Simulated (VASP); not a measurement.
# Mg (P6_3/mmc) in VASP: notebook

Runs on Mg. Level: r2SCAN. Tasks: single point, relaxation of cell and atoms.

Everything below comes from runs of VASP 6.6.1. Logs are shortened: lines on timing, memory, paths and dates and some standing lists are left out, and cuts for length are marked.

## 1. The cell of the first run

It takes space group P6_3/mmc (No. 194, hexagonal). Conventional cell: a = 3.174 Å, b = 3.174 Å, c = 5.176 Å, α = 90.00°, β = 90.00°, γ = 120.00°. Within 4.2 Å of Mg (site symmetry -6m2) lie 12 Mg at 3.17 Å.

## 2. Single point, r2SCAN

The input, POSCAR:

```
Mg
1.0
    3.1736898092      0.0000000000      0.0000000000
   -1.5868449046      2.7484959985      0.0000000000
    0.0000000000      0.0000000000      5.1758402861
Mg
2
Direct
    0.3333333333      0.6666666667      0.2500000000
    0.6666666667      0.3333333333      0.7500000000
```

The input, INCAR.step1:

```
SYSTEM = Mg
PREC = Accurate
ENCUT = 520
ISMEAR = 0
SIGMA = 0.05
LREAL = .FALSE.
LASPH = .TRUE.
NELM = 80
NBANDS = 9
GGA = PE
ALGO = Normal
EDIFF = 1E-4
LWAVE = .TRUE.
LCHARG = .FALSE.
```

The input, INCAR.step2:

```
SYSTEM = Mg
PREC = Accurate
ENCUT = 520
EDIFF = 1E-7
ISMEAR = 0
SIGMA = 0.05
LREAL = .FALSE.
LASPH = .TRUE.
NELM = 80
ALGO = Normal
ISIF = 2
LWAVE = .FALSE.
LCHARG = .FALSE.
METAGGA = R2SCAN
LMIXTAU = .TRUE.
NBANDS = 9
ISTART = 1
```

The input, KPOINTS:

```
regular mesh
0
G
  9 9 5
  0 0 0
```

Potentials or basis: VASP PAW PBE potentials, release 64 (Mg).

Launch:

```
cat potpaw_PBE.64/Mg/POTCAR > POTCAR
cp INCAR.step1 INCAR
mpirun -np 1 vasp_std > vasp.out
cp INCAR.step2 INCAR
mpirun -np 1 vasp_std > vasp.out
```

OUTCAR:

```text
SYSTEM = Mg
   PREC = Accurate
   ENCUT = 520
   EDIFF = 1E-7
   ISMEAR = 0
   LREAL = .FALSE.
   LASPH = .TRUE.
   NELM = 80
   ISIF = 2
   METAGGA = R2SCAN
   ISTART = 1

 ion  position               nearest neighbor table
   1  0.333  0.667  0.250-   2 3.17   2 3.17   2 3.17   2 3.17   2 3.17   2 3.17
   2  0.667  0.333  0.750-   1 3.17   1 3.17   1 3.17   1 3.17   1 3.17   1 3.17

  LATTYP: Found a hexagonal cell.
 ALAT       =     3.1736898092
 C/A-ratio  =     1.6308589047

  Lattice vectors:

 A1 = (   3.1736898092,   0.0000000000,   0.0000000000)
 A2 = (  -1.5868449046,   2.7484959985,   0.0000000000)
 A3 = (   0.0000000000,   0.0000000000,   5.1758402861)

Analysis of symmetry for initial positions (statically):
=====================================================================
 Subroutine PRICEL returns:
 Original cell was already a primitive cell.

 Routine SETGRP: Setting up the symmetry group for a
 hexagonal supercell.

 Subroutine GETGRP returns: Found 24 space group operations
 (whereof 12 operations were pure point group operations)
 out of a pool of 24 trial point group operations.

The static configuration has the point symmetry D_3d.
 The point group associated with its full space group is D_6h.

Analysis of symmetry for dynamics (positions and initial velocities):
=====================================================================
 Subroutine PRICEL returns:
 Original cell was already a primitive cell.

 Routine SETGRP: Setting up the symmetry group for a
 hexagonal supercell.

 Subroutine GETGRP returns: Found 24 space group operations
 (whereof 12 operations were pure point group operations)
 out of a pool of 24 trial point group operations.

The dynamic configuration has the point symmetry D_3d.
 The point group associated with its full space group is D_6h.

 Subroutine INISYM returns: Found 24 space group operations
 (whereof 12 operations are pure point group operations),
 and found     1 'primitive' translations

----------------------------------------------------------------------------------------

                                     Primitive cell

  volume of cell :      45.1482

  direct lattice vectors                    reciprocal lattice vectors
     3.173689809  0.000000000  0.000000000     0.315090655  0.181917674  0.000000000
    -1.586844905  2.748495999  0.000000000     0.000000000  0.363835349  0.000000000
     0.000000000  0.000000000  5.175840286     0.000000000  0.000000000  0.193205343

  length of vectors
     3.173689809  3.173689809  5.175840286     0.363835349  0.363835349  0.193205343

  position of ions in fractional coordinates (direct lattice)
     0.333333333  0.666666667  0.250000000
     0.666666667  0.333333333  0.750000000

  ion indices of the primitive-cell ions
   primitive index   ion index
                 1           1
                 2           2

----------------------------------------------------------------------------------------

 KPOINTS: regular mesh

Automatic generation of k-mesh.
 Grid dimensions read from file:
 generate k-points for:    9    9    5

 Generating k-lattice:

  Cartesian coordinates                     Fractional coordinates (reciprocal lattice)
     0.035010073  0.020213075  0.000000000     0.111111111  0.000000000  0.000000000
     0.000000000  0.040426150  0.000000000     0.000000000  0.111111111  0.000000000
     0.000000000  0.000000000  0.038641069     0.000000000  0.000000000  0.200000000

  Length of vectors
     0.040426150  0.040426150  0.038641069

  Shift w.r.t. Gamma in fractional coordinates (k-lattice)
     0.000000000  0.000000000  0.000000000

 Subroutine IBZKPT returns following result:
 ===========================================

 Found     36 irreducible k-points:

 Following reciprocal coordinates:
            Coordinates               Weight
  0.000000  0.000000  0.000000      1.000000
  0.111111  0.000000  0.000000      6.000000
  0.222222  0.000000  0.000000      6.000000
  0.333333  0.000000  0.000000      6.000000
  0.444444  0.000000  0.000000      6.000000
  0.111111  0.111111  0.000000      6.000000
[... 16 lines left out ...]
  0.333333  0.222222  0.200000     24.000000
  0.333333  0.333333  0.200000      4.000000
 [... further k-points ...]
   k-points           NKPTS =     36   k-points in BZ     NKDIM =     36   number of bands    NBANDS=      9
   number of dos      NEDOS =    301   number of ions     NIONS =      2
   total plane-waves  NPLWV =  23040
   dimension x,y,z NGX =    24 NGY =   24 NGZ =   40
   dimension x,y,z NGXF=    48 NGYF=   48 NGZF=   80
   ions per type =               2
   NGX,Y,Z   is equivalent  to a cutoff of  12.57, 12.57, 12.85 a.u.
   NGXF,Y,Z  is equivalent  to a cutoff of  25.14, 25.14, 25.70 a.u.
 SYSTEM =  Mg
   PREC   = accura    normal or accurate (medium, high low for compatibility)
   ISTART =      1    job   : 0-new  1-cont  2-samecut
   ICHARG =      0    charge: 1-file 2-atom 10-const
   ISPIN  =      1    spin polarized calculation?
   LNONCOLLINEAR =      F non collinear calculations
   LSORBIT =      F    spin-orbit coupling
   LASPH  =      T    aspherical Exc in radial PAW
   ENCUT  =  520.0 eV  38.22 Ry    6.18 a.u.   5.90  5.90  9.62*2*pi/ulx,y,z
   NELM   =     80;   NELMIN=  2; NELMDL=  0     # of ELM steps
   EDIFF  = 0.1E-06   stopping-criterion for ELM
   LREAL  =      F    real-space projection
   EDIFFG = 0.1E-05   stopping-criterion for IOM
   NSW    =      0    number of steps for IOM
   IBRION =     -1    ionic relax: 0-MD 1-quasi-New 2-CG
   NFREE  =      0    steps in history (QN), initial steepest desc. (CG)
   ISIF   =      2    stress and relaxation
   ISYM   =      2    0-nonsym 1-usesym 2-fastsym
   POTIM  = 0.5000    time-step for ionic-motion
   TEBEG  =    0.0;   TEEND  =   0.0 temperature during run
   PSTRESS=    0.0 pullay stress
   NELECT =       4.0000    total number of electrons
   NUPDOWN=      -1.0000    fix difference up-down
   EMIN   =  10.00;   EMAX   =-10.00  energy-range for DOS
   EFERMI =   0.00;   METHOD = LEGACY
   ISMEAR =     0;   SIGMA  =   0.05  broadening in eV -4-tet -1-fermi 0-gaus
   EFERMI_NEDOS =   21; number of points for ismear=-14 and -15
   IALGO  =     38    algorithm
   IMIX   =      4    mixing-type and parameters
     AMIX     =   0.40;   BMIX     =  1.00
     AMIX_MAG =   1.60;   BMIX_MAG =  1.00
  volume/ion in A,a.u.               =      22.57       152.34
  Fermi-wavevector in a.u.,A,eV,Ry     =   0.729818  1.379156  7.246933  0.532635
  Thomas-Fermi vector in A             =   1.821634
   LORBIT       =      0    0 simple, 1 ext, 2 COOP (PROOUT), +10 PAW based schemes
   METAGGA = R2SCAN    functional components
   LHFCALC =     F    Hartree Fock is set to
   AEXX    =    0.0000 exact exchange contribution
   IVDW    =     0    specifies the selected vdW correction
   LEPSILON=     F    determine dielectric tensor
   LRPA    =     F    only Hartree local field effects (RPA)
 non-spin polarized calculation
 Gauss-broadening in eV      SIGMA  =   0.05
  energy-cutoff  :      520.00
  volume of cell :       45.15
 maximum number of plane-waves:      1226
 NGX is ok and might be reduce to    24
   NGX = 11   NGY = 11   NGZ = 19

 number of electron       4.0000000 magnetization

 Free energy of the ion-electron system (eV)
  ---------------------------------------------------
  ext. energy  EPLUGINS =         0.00000000
  ---------------------------------------------------
  free energy    TOTEN  =        -8.29227331 eV

  energy without entropy =       -8.29109969  energy(sigma->0) =       -8.29168650

 E-fermi :   2.7358     XC(G=0):  -9.0936

 val. band max:        2.7351859498   @ k =   0.4444   0.0000   0.4000
 cond. band min:       2.7952506753   @ k =   0.3333   0.3333   0.4000
 fundamental gap:      0.0600647255
 Fermi energy:         2.7358106622

 k-point     1 :       0.0000    0.0000    0.0000
  band No.  band energies     occupation
      1      -4.7290      2.00000
      2       0.7740      2.00000
      3       1.4959      2.00000
      4      14.5878      0.00000
      5      14.5878      0.00000
      6      14.7925      0.00000
      7      14.7925      0.00000
      8      15.4094      0.00000
      9      17.4114      0.00000

 k-point     2 :       0.1111    0.0000    0.0000
  band No.  band energies     occupation
      1      -4.4667      2.00000
      2       1.0164      2.00000
      3       1.7448      2.00000
      4      11.2307      0.00000
      5      12.9463      0.00000
      6      13.7287      0.00000
      7      16.2515      0.00000
      8      16.3402      0.00000
      9      16.6934      0.00000

 k-point     3 :       0.2222    0.0000    0.0000
  band No.  band energies     occupation
      1      -3.6839      2.00000
      2       1.7443      2.00000
      3       2.4657      2.00000
      4       7.7288      0.00000
      5      11.6325      0.00000
      6      11.8420      0.00000
      7      12.7162      0.00000
      8      14.5587      0.00000
      9      16.3938      0.00000

 k-point     4 :       0.3333    0.0000    0.0000
  band No.  band energies     occupation
      1      -2.3935      2.00000
      2       2.9594      0.00000
      3       3.3360      0.00000
      4       4.9350      0.00000
      5       9.5594      0.00000
      6       9.7580      0.00000
      7      10.7568      0.00000
      8      12.8951      0.00000
      9      15.3942      0.00000
[... 205 lines left out ...]
 k-point    22 :       0.2222    0.2222    0.2000
  band No.  band energies     occupation
      1      -1.3962      2.00000
      2       1.9693      2.00000
      3       5.1758      0.00000
      4       5.2069      0.00000
      5       6.9770      0.00000
      6       8.8906      0.00000
      7       9.0813      0.00000
      8      13.2192      0.00000
      9      13.6531      0.00000

 k-point    23 :       0.3333    0.2222    0.2000
  band No.  band energies     occupation
      1       0.3537      2.00000
      2       2.4693      2.00000
      3       3.7551      0.00000
      4       4.8472      0.00000
      5       6.1917      0.00000
      6       8.0106      0.00000
      7       9.0730      0.00000
      8      10.9516      0.00000
      9      13.0541      0.00000

 k-point    24 :       0.3333    0.3333    0.2000
  band No.  band energies     occupation
      1       2.1621      2.00000
      2       2.3533      2.00000
      3       2.3533      2.00000
      4       5.5316      0.00000
      5       6.0891      0.00000
      6       6.0891      0.00000
      7      10.0670      0.00000
      8      11.0055      0.00000
      9      11.0055      0.00000

 [... further k-points ...]
[... 5 lines left out ...]
  --------------------------------------------------------------------------------------
  -------------------------------------------------------------------------------------
  Total       -0.0744791     -0.0744791     -0.0790940      0.0000000      0.0000000      0.0000000
  in kB       -2.6430453     -2.6430453     -2.8068147      0.0000000      0.0000000      0.0000000
  external PRESSURE =      -2.6976351 kB  Pullay stress =       0.0000000 kB

 VOLUME and BASIS-vectors are now :
 -----------------------------------------------------------------------------
  energy-cutoff  :      520.00
  volume of cell :       45.15
      direct lattice vectors                 reciprocal lattice vectors
     3.173689809  0.000000000  0.000000000     0.315090655  0.181917674  0.000000000
    -1.586844905  2.748495999  0.000000000     0.000000000  0.363835349  0.000000000
     0.000000000  0.000000000  5.175840286     0.000000000  0.000000000  0.193205343

 POSITION                                       TOTAL-FORCE (eV/Angst)
 -----------------------------------------------------------------------------------
     -0.00000      1.83233      1.29396         0.000000     -0.000000      0.000000
      1.58684      0.91617      3.88188        -0.000000      0.000000      0.000000
 -----------------------------------------------------------------------------------
    total drift:                                0.000000     -0.000000      0.000000

  FREE ENERGIE OF THE ION-ELECTRON SYSTEM (eV)
  ---------------------------------------------------
  free  energy   TOTEN  =        -8.2922733102 eV

  energy  without entropy=       -8.2910996909  energy(sigma->0) =       -8.29168650
```

It took 37 s on 1 thread of Intel Xeon 6975P-C, shared host; peak memory 0.16 GiB.

Results:

- Free energy: -8.2923 eV
- Pressure: -0.3 GPa
- Band gap on the k mesh: zero (band 2 reaches 3.69 eV, above the bottom of band 3 at 1.50 eV)

Caveat: the PAW data sets were made with another functional, which shifts forces and pressure a little.

## 3. Relaxation of cell and atoms, r2SCAN

This run uses another cell than the first one, of 23.24 Å³/atom, 1.029 times its volume.

The input, POSCAR:

```
Mg
1.0
    3.2093000000      0.0000000000      0.0000000000
   -1.6046500000      2.7793353300      0.0000000000
    0.0000000000      0.0000000000      5.2103000000
Mg
2
Direct
    0.3333333333      0.6666666667      0.2500000000
    0.6666666667      0.3333333333      0.7500000000
```

The input, INCAR.step1:

```
PREC     = Accurate       # precision mode
ENCUT    = 600            # plane-wave cutoff, eV
ISMEAR   = 0              # smearing method
SIGMA    = 0.05           # smearing width, eV
LREAL    = F              # projectors in reciprocal space
LASPH    = T              # aspherical terms in the spheres
NELM     = 60             # most SCF steps
GGA      = PE             # functional
ALGO     = Normal         # electronic algorithm
EDIFF    = 1E-4           # SCF threshold, eV
LWAVE    = T              # write WAVECAR
LCHARG   = F              # write CHGCAR
```

The input, INCAR.step2:

```
PREC     = Accurate       # precision mode
ENCUT    = 600            # plane-wave cutoff, eV
EDIFF    = 1E-6           # SCF threshold, eV
ISMEAR   = 0              # smearing method
SIGMA    = 0.05           # smearing width, eV
LREAL    = F              # projectors in reciprocal space
LASPH    = T              # aspherical terms in the spheres
NELM     = 60             # most SCF steps
ALGO     = Normal         # electronic algorithm
ISIF     = 3              # what is computed and relaxed
LWAVE    = F              # write WAVECAR
LCHARG   = F              # write CHGCAR
METAGGA  = R2SCAN         # meta-GGA
LMIXTAU  = T            
IBRION   = 2              # ionic algorithm
NSW      = 80             # ionic steps
EDIFFG   = -0.02          # ionic threshold
ISTART   = 1
```

The input, KPOINTS:

```
regular mesh
0
Gamma
  9 9 5
```

Potentials or basis: VASP PAW PBE potentials, release 64 (Mg).

Launch:

```
cat potpaw_PBE.64/Mg/POTCAR > POTCAR
cp INCAR.step1 INCAR
mpirun -np 1 vasp_std > vasp.out
cp INCAR.step2 INCAR
mpirun -np 1 vasp_std > vasp.out
```

OUTCAR:

```text
PREC = Accurate
   ENCUT = 600
   EDIFF = 1E-6
   ISMEAR = 0
   LREAL = F
   LASPH = T
   NELM = 60
   ISIF = 3
   METAGGA = R2SCAN
   IBRION = 2
   NSW = 80
   EDIFFG = -0.02
   ISTART = 1

 ion  position               nearest neighbor table
   1  0.333  0.667  0.250-   2 3.20   2 3.20   2 3.20   2 3.20   2 3.20   2 3.20
   2  0.667  0.333  0.750-   1 3.20   1 3.20   1 3.20   1 3.20   1 3.20   1 3.20

  LATTYP: Found a hexagonal cell.
 ALAT       =     3.2093000000
 C/A-ratio  =     1.6235004518

  Lattice vectors:

 A1 = (   3.2093000000,   0.0000000000,   0.0000000000)
 A2 = (  -1.6046500000,   2.7793353300,   0.0000000000)
 A3 = (   0.0000000000,   0.0000000000,   5.2103000000)

Analysis of symmetry for initial positions (statically):
[... 252 lines left out ...]
  ---------------------------------------------------
  ext. energy  EPLUGINS =         0.00000000
  ---------------------------------------------------
  free energy    TOTEN  =        -8.29281835 eV

  energy without entropy =       -8.29161861  energy(sigma->0) =       -8.29221848

 E-fermi :   2.7698     XC(G=0):  -9.1144

 val. band max:        2.5031183766   @ k =   0.2222   0.0000   0.0000
 cond. band min:       2.7698199126   @ k =   0.4444   0.0000   0.4000
 fundamental gap:      0.2667015360
 Fermi energy:         2.7698123636

 k-point     1 :       0.0000    0.0000    0.0000
  band No.  band energies     occupation
      1      -4.7241      2.00000
      2       0.7970      2.00000
      3       1.5306      2.00000
      4      14.6576      0.00000
      5      14.6576      0.00000
      6      14.8754      0.00000
[... 199 lines left out ...]
 k-point    24 :       0.3333    0.3333    0.2000
  band No.  band energies     occupation
      1       2.1877      2.00000
      2       2.3853      2.00000
      3       2.3853      2.00000
      4       5.5702      0.00000
      5       6.1394      0.00000
      6       6.1394      0.00000

 [... further k-points ...]
[... 5 lines left out ...]
  --------------------------------------------------------------------------------------
  -------------------------------------------------------------------------------------
  Total       -0.0046813     -0.0046813     -0.0030412      0.0000000      0.0000000      0.0000000
  in kB       -0.1671783     -0.1671783     -0.1086065      0.0000000      0.0000000      0.0000000
  external PRESSURE =      -0.1476544 kB  Pullay stress =       0.0000000 kB
[... 17 lines left out ...]
  FREE ENERGIE OF THE ION-ELECTRON SYSTEM (eV)
  ---------------------------------------------------
  free  energy   TOTEN  =        -8.2928183451 eV

  energy  without entropy=       -8.2916186081  energy(sigma->0) =       -8.29221848

 reached required accuracy - stopping structural energy minimisation
```

OUTCAR.step1:

```text
PREC = Accurate
   ENCUT = 600
   ISMEAR = 0
   LREAL = F
   LASPH = T
[... 440 lines left out ...]
 -----------------------------------------------------------------------------------
     -0.00000      1.85289      1.30258        -0.000000      0.000000      0.000000
      1.60465      0.92645      3.90773         0.000000     -0.000000      0.000000
 -----------------------------------------------------------------------------------
    total drift:                                0.000000     -0.000000      0.000000

  FREE ENERGIE OF THE ION-ELECTRON SYSTEM (eV)
  ---------------------------------------------------
  free  energy   TOTEN  =        -3.0060280861 eV

  energy  without entropy=       -3.0050509890  energy(sigma->0) =       -3.00553954
```

OSZICAR.step1:

```text
N       E                     dE             d eps       ncg     rms          rms(c)
DAV:   1     0.668863832364E+00    0.66886E+00   -0.13946E+03   432   0.527E+02
DAV:   2    -0.298448542200E+01   -0.36533E+01   -0.34795E+01   606   0.317E+01
DAV:   3    -0.301959351673E+01   -0.35108E-01   -0.35105E-01   618   0.364E+00
DAV:   4    -0.301969478476E+01   -0.10127E-03   -0.10127E-03   606   0.181E-01
DAV:   5    -0.301969527558E+01   -0.49082E-06   -0.49086E-06   570   0.100E-02    0.968E-01
DAV:   6    -0.301360475198E+01    0.60905E-02   -0.66558E-04   558   0.305E-01    0.620E-01
DAV:   7    -0.300601521974E+01    0.75895E-02   -0.26078E-03   498   0.531E-01    0.346E-02
DAV:   8    -0.300602808607E+01   -0.12866E-04   -0.13029E-05   444   0.335E-02
   1 F= -.30060281E+01 E0= -.30055395E+01  d E =-.977097E-03
```

Wall time 99 s (1 thread of Intel Xeon 6975P-C, shared host); peak memory 0.2 GiB.

What came out:

```yaml
Free_energy: -8.2928 eV
Relaxed_volume: 22.43 Å³/atom
Relaxed_cell: a = 3.167 Å, b = 3.167 Å, c = 5.164 Å, α = 90.00°, β = 90.00°, γ = 120.00°
Space_group_after_relaxing_to_0.05_Å: P6_3/mmc (No. 194)
Energy_gained_by_relaxing: 3.7 meV/atom
Ionic_steps: 3
Pressure_after_relaxing: 0.0 GPa
Band_gap_on_the_k_mesh: zero (band 2 reaches 3.72 eV, above the bottom of band 3 at 1.53 eV)
```

Step by step:
| step | energy change (eV) | largest force (eV/Å) | pressure (GPa) | volume (Å³) |
| --- | --- | --- | --- | --- |
| 1 | 0.0000 | 0.0000 | -1.35 | 46.47 |
| 2 | -0.0070 | 0.0000 | -0.29 | 45.17 |
| 3 | -0.0073 | 0.0000 | -0.01 | 44.86 |

Final structure:
```
CELL_PARAMETERS angstrom
3.16715 0.00000 0.00000
-1.58358 2.74284 0.00000
0.00000 0.00000 5.16450
ATOMIC_POSITIONS crystal
Mg 0.33333 0.66667 0.25000
Mg 0.66667 0.33333 0.75000
```

Caveat: the PAW data sets were made with another functional, which shifts forces and pressure a little.
